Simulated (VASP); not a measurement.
**Bi: single point with PBEsol**

The system is Bi.

```
Bi
1.0
     0.00000    3.15101    3.15101
     3.15101    0.00000    3.15101
     3.15101    3.15101    0.00000
Bi
2
Direct
  0.87500 0.87500 0.87500
  0.12500 0.12500 0.12500
```

This cell differs from its parent crystal: volume scaled by 0.68.

```
Program             : VASP 6.6.1
Task                : single point
Functional          : PBEsol
Potentials or basis : VASP PAW PBE potentials, release 64 (Bi_d)
Cutoff              : 520 eV
k mesh              : 11 × 11 × 11
Occupations         : fermi-dirac, width 0.08 eV
Spin                : no spin polarisation
```

```
Pressure               : 28.9 GPa
Band gap on the k mesh : zero (band 15 reaches 8.70 eV, above the bottom of band 16 at 7.18 eV)
```

Levels at points of the mesh, in eV from the Fermi level:
```csv
k point,band 12,band 13,band 14,band 15,band 16,band 17,band 18,band 19
"(0.00, 0.00, 0.00)",-5.85,-1.67,-1.67,-1.67,0.82,0.82,0.82,3.01
```

It took 110 s on 1 thread of Intel(R) Xeon(R) Platinum 8259CL CPU @ 2.50GHz (Skylake/Cascade Lake) (shared host), peak memory 0.23 GiB.

Caveat: the PAW data sets were made with another functional, which shifts forces and pressure a little; spin-orbit coupling is left out, which moves the levels of the heavy elements.
